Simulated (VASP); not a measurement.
Wanted: the native input for a VASP 6.6.1 run.

```yaml
Task: single point
Functional: PBEsol
Potentials_or_basis: VASP PAW PBE potentials, release 64 (Nb_sv, H)
Cutoff: 520 eV
k_mesh: 9 × 9 × 6
Occupations: methfessel-paxton, width 0.1 eV
Spin: no spin polarisation
Dipole_correction: no
Further_INCAR_settings: ALGO = Normal; EDIFF = 1e-06; NBANDS = 22
```

The structure of NbH lies in POSCAR:

```
NbH
1.0
    1.8453700000     -2.3932000000      0.0000000000
    1.8453700000      2.3932000000      0.0000000000
    0.0000000000      0.0000000000      4.8042300000
Nb H
2 2
Direct
    0.7500000000      0.2500000000      0.2688400000
    0.2500000000      0.7500000000      0.7311600000
    0.2500000000      0.2500000000      0.0000000000
    0.7500000000      0.7500000000      0.0000000000
```

These files were run (other wordings do the same):

INCAR

```
PREC = Accurate
ENCUT = 520
EDIFF = 1E-6
ISMEAR = 1
SIGMA = 0.1
LREAL = False
LASPH = True
NELM = 100
ALGO = Normal
ISIF = 2
LWAVE = False
LCHARG = True
GGA = PS
LELF = True
LVHAR = True
NBANDS = 22
```

KPOINTS

```
regular mesh
0
Gamma
  9 9 6
```

Potentials or basis: VASP PAW PBE potentials, release 64 (Nb_sv, H).

The run is started by

```bash
$ cat potpaw_PBE.64/Nb_sv/POTCAR potpaw_PBE.64/H/POTCAR > POTCAR
$ mpirun -np 1 vasp_std > vasp.out
```

It gave:

```yaml
Pressure: -7.2 GPa
Largest_force: 0.132 eV/Å
Band_gap_on_the_k_mesh: zero (bands 14 and 15 overlap by 2.32 eV)
```

Caveat: the cell stands under tension; the PAW data sets were made with another functional, which shifts forces and pressure a little.

It took 94 s on 1 thread of Intel Xeon 8259CL (shared host), peak memory 0.21 GiB.
